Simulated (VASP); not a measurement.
# InSb (F-43m) in VASP: further runs

Runs on InSb. Level: PBEsol. Tasks: vibrations by perturbation theory.

Program: VASP 6.6.1. These are calculated values, not measurements. Logs are shortened: lines on timing, memory, paths and dates and some standing lists are left out, and cuts for length are marked.

## 1. The cell of the first run

The structure is cubic, space group F-43m (No. 216). The conventional cell has a = 6.353 Å, b = 6.353 Å, c = 6.353 Å, α = 90.00°, β = 90.00°, γ = 90.00°. Within 3.6 Å of In (site symmetry -43m) lie 4 Sb at 2.75 Å. Sb (site symmetry -43m) has 4 In at 2.75 Å within 3.6 Å.

## 2. Vibrations by perturbation theory, PBEsol

INCAR

```
PREC = Accurate
ENCUT = 520
EDIFF = 1E-8
ISMEAR = -1
SIGMA = 0.15
LREAL = False
LASPH = True
NELM = 100
ALGO = Normal
ISIF = 2
LWAVE = False
LCHARG = False
GGA = PS
IBRION = 8
NSW = 1
```

KPOINTS

```
Automatic mesh
0
Gamma
  12 12 12
```

POSCAR

```
InSb
1.0
    0.0000000000      3.1765956409      3.1765956409
    3.1765956409      0.0000000000      3.1765956409
    3.1765956409      3.1765956409      0.0000000000
In Sb
1 1
Direct
    0.0000000000      0.0000000000      0.0000000000
    0.7500000000      0.7500000000      0.7500000000
```

Potentials or basis: VASP PAW PBE potentials, release 64 (In_d, Sb).

The run is started by

```bash
cat potpaw_PBE.64/In_d/POTCAR potpaw_PBE.64/Sb/POTCAR > POTCAR
mpirun -np 1 vasp_std > vasp.out
```

OUTCAR:

```text
PREC = Accurate
   ENCUT = 520
   EDIFF = 1E-8
   ISMEAR = -1
   LREAL = False
   LASPH = True
   NELM = 100
   ISIF = 2
   GGA = PS
   IBRION = 8
   NSW = 1

 ion  position               nearest neighbor table
   1  0.000  0.000  0.000-   2 2.75   2 2.75   2 2.75   2 2.75
   2  0.750  0.750  0.750-   1 2.75   1 2.75   1 2.75   1 2.75

  LATTYP: Found a face centered cubic cell.
 ALAT       =     6.3531912818

  Lattice vectors:

 A1 = (   0.0000000000,   3.1765956409,   3.1765956409)
 A2 = (   3.1765956409,   0.0000000000,   3.1765956409)
 A3 = (   3.1765956409,   3.1765956409,   0.0000000000)

Analysis of symmetry for initial positions (statically):
=====================================================================
 Subroutine PRICEL returns:
 Original cell was already a primitive cell.

 Routine SETGRP: Setting up the symmetry group for a
 face centered cubic supercell.

 Subroutine GETGRP returns: Found 24 space group operations
 (whereof 24 operations were pure point group operations)
 out of a pool of 48 trial point group operations.

The static configuration has the point symmetry T_d .

Analysis of symmetry for dynamics (positions and initial velocities):
=====================================================================
 Subroutine PRICEL returns:
 Original cell was already a primitive cell.

 Routine SETGRP: Setting up the symmetry group for a
 face centered cubic supercell.

 Subroutine GETGRP returns: Found 24 space group operations
 (whereof 24 operations were pure point group operations)
 out of a pool of 48 trial point group operations.

The dynamic configuration has the point symmetry T_d .

 Subroutine INISYM returns: Found 24 space group operations
 (whereof 24 operations are pure point group operations),
 and found     1 'primitive' translations

----------------------------------------------------------------------------------------

                                     Primitive cell

  volume of cell :      64.1085

  direct lattice vectors                    reciprocal lattice vectors
     0.000000000  3.176595641  3.176595641    -0.157401211  0.157401211  0.157401211
     3.176595641  0.000000000  3.176595641     0.157401211 -0.157401211  0.157401211
     3.176595641  3.176595641  0.000000000     0.157401211  0.157401211 -0.157401211

  length of vectors
     4.492384638  4.492384638  4.492384638     0.272626894  0.272626894  0.272626894

  position of ions in fractional coordinates (direct lattice)
     0.000000000  0.000000000  0.000000000
     0.750000000  0.750000000  0.750000000

  ion indices of the primitive-cell ions
   primitive index   ion index
                 1           1
                 2           2

----------------------------------------------------------------------------------------

 KPOINTS: Automatic mesh

Automatic generation of k-mesh.
 Grid dimensions read from file:
 generate k-points for:   12   12   12

 Generating k-lattice:

  Cartesian coordinates                     Fractional coordinates (reciprocal lattice)
    -0.013116768  0.013116768  0.013116768     0.083333333  0.000000000  0.000000000
     0.013116768 -0.013116768  0.013116768     0.000000000  0.083333333  0.000000000
     0.013116768  0.013116768 -0.013116768     0.000000000  0.000000000  0.083333333

  Length of vectors
     0.022718908  0.022718908  0.022718908

  Shift w.r.t. Gamma in fractional coordinates (k-lattice)
     0.000000000  0.000000000  0.000000000

 Subroutine IBZKPT returns following result:
 ===========================================

 Found     72 irreducible k-points:

 Following reciprocal coordinates:
            Coordinates               Weight
  0.000000  0.000000  0.000000      1.000000
  0.083333  0.000000  0.000000      8.000000
  0.166667  0.000000  0.000000      8.000000
  0.250000  0.000000  0.000000      8.000000
  0.333333  0.000000  0.000000      8.000000
  0.416667  0.000000  0.000000      8.000000
[... 16 lines left out ...]
  0.500000  0.166667  0.000000     24.000000
 -0.416667  0.166667  0.000000     24.000000
 [... further k-points ...]
   k-points           NKPTS =     72   k-points in BZ     NKDIM =     72   number of bands    NBANDS=     13
   number of dos      NEDOS =    301   number of ions     NIONS =      2
   total plane-waves  NPLWV =  46656
   dimension x,y,z NGX =    36 NGY =   36 NGZ =   36
   dimension x,y,z NGXF=    72 NGYF=   72 NGZF=   72
   ions per type =               1   1
   NGX,Y,Z   is equivalent  to a cutoff of  13.32, 13.32, 13.32 a.u.
   NGXF,Y,Z  is equivalent  to a cutoff of  26.64, 26.64, 26.64 a.u.
 SYSTEM =  unknown system
   PREC   = accura    normal or accurate (medium, high low for compatibility)
   ISTART =      0    job   : 0-new  1-cont  2-samecut
   ICHARG =      2    charge: 1-file 2-atom 10-const
   ISPIN  =      1    spin polarized calculation?
   LNONCOLLINEAR =      F non collinear calculations
   LSORBIT =      F    spin-orbit coupling
   LASPH  =      T    aspherical Exc in radial PAW
   ENCUT  =  520.0 eV  38.22 Ry    6.18 a.u.   8.35  8.35  8.35*2*pi/ulx,y,z
   NELM   =    100;   NELMIN=  2; NELMDL= -5     # of ELM steps
   EDIFF  = 0.1E-07   stopping-criterion for ELM
   LREAL  =      F    real-space projection
   EDIFFG = 0.1E-06   stopping-criterion for IOM
   NSW    =      1    number of steps for IOM
   IBRION =      8    ionic relax: 0-MD 1-quasi-New 2-CG
   NFREE  =      0    steps in history (QN), initial steepest desc. (CG)
   ISIF   =      2    stress and relaxation
   ISYM   =      2    0-nonsym 1-usesym 2-fastsym
   POTIM  = 0.5000    time-step for ionic-motion
   TEBEG  =    0.0;   TEEND  =   0.0 temperature during run
   PSTRESS=    0.0 pullay stress
   NELECT =      18.0000    total number of electrons
   NUPDOWN=      -1.0000    fix difference up-down
   EMIN   =  10.00;   EMAX   =-10.00  energy-range for DOS
   EFERMI =   0.00;   METHOD = LEGACY
   ISMEAR =    -1;   SIGMA  =   0.15  broadening in eV -4-tet -1-fermi 0-gaus
   EFERMI_NEDOS =   21; number of points for ismear=-14 and -15
   IALGO  =     38    algorithm
   IMIX   =      4    mixing-type and parameters
     AMIX     =   0.40;   BMIX     =  1.00
     AMIX_MAG =   1.60;   BMIX_MAG =  1.00
  volume/ion in A,a.u.               =      32.05       216.31
  Fermi-wavevector in a.u.,A,eV,Ry     =   1.071997  2.025781 15.635522  1.149178
  Thomas-Fermi vector in A             =   2.207754
   LORBIT       =      0    0 simple, 1 ext, 2 COOP (PROOUT), +10 PAW based schemes
   GGA     = PS    functional components
   LHFCALC =     F    Hartree Fock is set to
   AEXX    =    0.0000 exact exchange contribution
   IVDW    =     0    specifies the selected vdW correction
   LEPSILON=     F    determine dielectric tensor
   LRPA    =     F    only Hartree local field effects (RPA)
 non-spin polarized calculation
  energy-cutoff  :      520.00
  volume of cell :       64.11
 maximum number of plane-waves:      1759
 NGX is ok and might be reduce to    36
   NGX = 17   NGY = 17   NGZ = 17

--------------------------------------- Ionic step        1  -------------------------------------------

 number of electron      18.0000006 magnetization

 Free energy of the ion-electron system (eV)
  ---------------------------------------------------
  ext. energy  EPLUGINS =         0.00000000
  ---------------------------------------------------
  free energy    TOTEN  =        -7.64098400 eV

  energy without entropy =       -7.63634294  energy(sigma->0) =       -7.63866347

 E-fermi :   5.8952     XC(G=0):  -9.1229

 val. band max:        5.6866394521   @ k =   0.0000   0.0000   0.0000
 cond. band min:       6.1818561941   @ k =   0.5000   0.0000   0.0000
 fundamental gap:      0.4952167420
 Fermi energy:         5.8952356469

 k-point     1 :       0.0000    0.0000    0.0000
  band No.  band energies     occupation
      1      -9.0770      2.00000
      2      -9.0770      2.00000
      3      -9.0770      2.00000
      4      -8.9721      2.00000
      5      -8.9721      2.00000
      6      -5.5375      2.00000
      7       5.6060      1.74610
      8       5.6060      1.74610
      9       5.6060      1.74610
     10       5.6866      1.60139
     11       8.5239      0.00000
     12       8.5239      0.00000
     13       8.5239      0.00000
[... 354 lines left out ...]
  band No.  band energies     occupation
      1      -9.1465      2.00000
      2      -9.0483      2.00000
      3      -9.0457      2.00000
      4      -8.9744      2.00000
      5      -8.9711      2.00000
      6      -3.8344      2.00000
      7      -0.2437      2.00000
      8       3.0279      2.00000
      9       4.1997      1.99998
     10       7.3807      0.00010
     11       9.2670      0.00000
     12      10.1325      0.00000
     13      12.1097      0.00000

 [... further k-points ...]
[... 5 lines left out ...]
  --------------------------------------------------------------------------------------
  -------------------------------------------------------------------------------------
  Total        1.6116344      1.6116344      1.6116344      0.0000000      0.0000000     -0.0000000
  in kB       40.2773895     40.2773895     40.2773895      0.0000000      0.0000000     -0.0000000
  external PRESSURE =      40.2773895 kB  Pullay stress =       0.0000000 kB

 VOLUME and BASIS-vectors are now :
 -----------------------------------------------------------------------------
  energy-cutoff  :      520.00
  volume of cell :       64.11
      direct lattice vectors                 reciprocal lattice vectors
     0.000000000  3.176595641  3.176595641    -0.157401211  0.157401211  0.157401211
     3.176595641  0.000000000  3.176595641     0.157401211 -0.157401211  0.157401211
     3.176595641  3.176595641  0.000000000     0.157401211  0.157401211 -0.157401211

 POSITION                                       TOTAL-FORCE (eV/Angst)
 -----------------------------------------------------------------------------------
      0.00000      0.00000      0.00000        -0.000000     -0.000000      0.000000
      4.76489      4.76489      4.76489         0.000000      0.000000     -0.000000
 -----------------------------------------------------------------------------------
    total drift:                                0.000000      0.000000      0.000000

  FREE ENERGIE OF THE ION-ELECTRON SYSTEM (eV)
  ---------------------------------------------------
  free  energy   TOTEN  =        -7.6409840006 eV

  energy  without entropy=       -7.6363429430  energy(sigma->0) =       -7.63866347

[... ionic steps 2 to 3 ...]

--------------------------------------- Ionic step        4  -------------------------------------------

------------------------ aborting loop because EDIFF is reached ----------------------------------------

[... ionic steps 5 to 6 ...]

--------------------------------------- Ionic step        7  -------------------------------------------

 Free energy of the ion-electron system (eV)
  ---------------------------------------------------
  ---------------------------------------------------
  free energy    TOTEN  =        -0.02703571 eV

  energy without entropy =       -0.02703571

------------------------ aborting loop because EDIFF is reached ----------------------------------------

 INTERNAL STRAIN TENSOR  FOR ION    2  DIRECTION 1   (eV/Angst):
 -----------------------------------------------------------------------------
    -0.00363  0.00000  0.00000
     0.00000  0.00349  9.81696
     0.00000  9.81696  0.00349

 INTERNAL STRAIN TENSOR FOR ION    2 for displacements in x,y,z  (eV/Angst):
          X           Y           Z          XY          YZ          ZX
  --------------------------------------------------------------------------------
  x    -0.00000     0.00000     0.00000     0.00000     9.81696     0.00000
  y     0.00000    -0.00000     0.00000     0.00000     0.00000     9.81696
  z     0.00000     0.00000    -0.00000     9.81696     0.00000     0.00000

 SECOND DERIVATIVES (NOT SYMMETRIZED)
 ------------------------------------
               1X          1Y          1Z          2X          2Y          2Z
  1X    -8.042512    0.000000    0.000000    8.042512    0.000000    0.000000
  1Y     0.000000   -8.042512    0.000000    0.000000    8.042512    0.000000
  1Z     0.000000    0.000000   -8.042512    0.000000    0.000000    8.042512
  2X     8.017389    0.000000    0.000000   -8.017389    0.000000    0.000000
  2Y     0.000000    8.017389    0.000000    0.000000   -8.017389    0.000000
  2Z     0.000000    0.000000    8.017389    0.000000    0.000000   -8.017389

 Eigenvectors and eigenvalues of the dynamical matrix
 ----------------------------------------------------

   1 f  =    5.763069 THz    36.210430 2PiTHz  192.235289 cm-1    23.834127 meV
             X         Y         Z           dx          dy          dz
      0.000000  0.000000  0.000000     0.000000    0.717933    0.000000
      4.764893  4.764893  4.764893     0.000000   -0.696112    0.000000
[... 21 lines left out ...]
   6 f/i=    0.004506 THz     0.028309 2PiTHz    0.150289 cm-1     0.018633 meV
             X         Y         Z           dx          dy          dz
      0.000000  0.000000  0.000000     0.000000    0.000000   -0.696112
      4.764893  4.764893  4.764893     0.000000    0.000000   -0.717933

--------------------------------------------------------------------------------------------------------

 ELASTIC MODULI CONTR FROM IONIC RELAXATION (kBar)
 Direction    XX          YY          ZZ          XY          YZ          ZX
 --------------------------------------------------------------------------------
 XX          -0.0000     -0.0000     -0.0000      0.0000      0.0000      0.0000
 YY          -0.0000     -0.0000     -0.0000      0.0000      0.0000      0.0000
 ZZ          -0.0000     -0.0000     -0.0000      0.0000     -0.0000     -0.0000
 XY           0.0000      0.0000      0.0000   -301.3787      0.0000      0.0000
 YZ           0.0000      0.0000     -0.0000      0.0000   -301.3787     -0.0000
 ZX           0.0000      0.0000     -0.0000      0.0000     -0.0000   -301.3787
 --------------------------------------------------------------------------------
```

Wall time 10 min (1 thread of Intel Xeon Platinum 8375C at 2.90GHz (Ice Lake), shared host); peak memory 0.66 GiB.

Results:

| Property | Result |
| --- | --- |
| Highest phonon frequency at Γ, LO-TO splitting left out | 192 cm⁻¹ |

Phonon frequencies in cm⁻¹ (negative: imaginary):
| q point | frequencies |
| --- | --- |
| (0.000, 0.000, 0.000) | 0 0 0 192 192 192 |

Caveat: the cell stands under pressure or tension, which shifts response properties; the PAW data sets were made with another functional, which shifts forces and pressure a little; spin-orbit coupling is left out, which moves the levels of the heavy elements.

(Part 1 of 2 ends here.)
